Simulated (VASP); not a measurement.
A run of VASP 6.6.1 is set up as follows.

The input INCAR:

```
SYSTEM = SnSe
ALGO = Normal
EDIFF = 1E-6
ENCUT = 520
ISIF = 2
ISMEAR = 0
LASPH = .True.
LCHARG = .False.
LREAL = .False.
LWAVE = .False.
NBANDS = 28
NELM = 60
PREC = Accurate
SIGMA = 0.05
```

The input KPOINTS:

```
k-points
0
Gamma
  6 6 4
  0 0 0
```

Contents of POSCAR:

```
SnSe
1.0
    4.1270504543      0.0000000000      0.0000000000
    0.0000000000      4.1270504543      0.0000000000
    0.0000000000      0.0000000000     10.6502342162
Sn Se
2 2
Direct
    0.5000000000      0.0000000000      0.3781633345
    0.0000000000      0.5000000000      0.6218366655
    0.5000000000      0.0000000000      0.6217782147
    0.0000000000      0.5000000000      0.3782217853
```

Potentials or basis: VASP PAW LDA potentials, release 64 (Sn_d, Se).

Launch:

```bash
$ cat potpaw_LDA.64/Sn_d/POTCAR potpaw_LDA.64/Se/POTCAR > POTCAR
$ mpirun -np 1 vasp_std > vasp.out
```

**Question.** Estimate the band gap on the k mesh.

**Answer.** 1.36 eV.

**Question.** Estimate the largest force.

**Answer.** 0.613 eV/Å.

Forces on the atoms (eV/Å):
```
Sn   0.000  0.000 -0.613
Sn   0.000  0.000  0.613
Se   0.000  0.000  0.566
Se   0.000  0.000 -0.566
```

Caveat: the cell differs from its parent crystal (strain -0.015 along x and y, -0.030 along z); there is no dipole correction, which matters where the two faces differ; spin-orbit coupling is left out, which moves the levels of the heavy elements.
